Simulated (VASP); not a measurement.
Wanted: the native input for a VASP 6.6.1 run.

```yaml
Task: single point
Functional: PBE
Potentials_or_basis: VASP PAW PBE potentials, release 64 (Ga_d, N)
Cutoff: 600 eV
k_mesh: 10 × 10 × 10
Occupations: gaussian, width 0.02 eV
Spin: no spin polarisation
Dipole_correction: no
Further_INCAR_settings: ALGO = Normal; EDIFF = 1e-06; NBANDS = 16
```

The structure of GaN (pbe) lies in POSCAR:

```
GaN
1.0
    0.0000000000      2.2742384961      2.2742384961
    2.2742384961      0.0000000000      2.2742384961
    2.2742384961      2.2742384961      0.0000000000
Ga N
1 1
Direct
    0.0000000000      0.0000000000      0.0000000000
    0.2500000000      0.2500000000      0.2500000000
```

One way to write it, as run:

INCAR

```
ALGO = Normal
EDIFF = 1E-6
ENCUT = 600
GGA = PE
GGA_COMPAT = F
ISIF = 2
ISMEAR = 0
LASPH = T
LCHARG = F
LREAL = F
LWAVE = F
NBANDS = 16
NELM = 120
PREC = Accurate
SIGMA = 0.02
```

KPOINTS

```
k-points
0
Gamma
  10 10 10
```

Potentials or basis: VASP PAW PBE potentials, release 64 (Ga_d, N).

The run is started by

```bash
$ cat potpaw_PBE.64/Ga_d/POTCAR potpaw_PBE.64/N/POTCAR > POTCAR
$ mpirun -np 1 vasp_std > vasp.out
```

Results of the run:

```json
{"Pressure": "0.0 GPa", "Band gap on the k mesh": "1.55 eV, direct"}
```

Run time: 12 s on 1 thread of Intel(R) Xeon(R) 6975P-C (Granite Rapids) (shared host), peak memory 0.16 GiB.
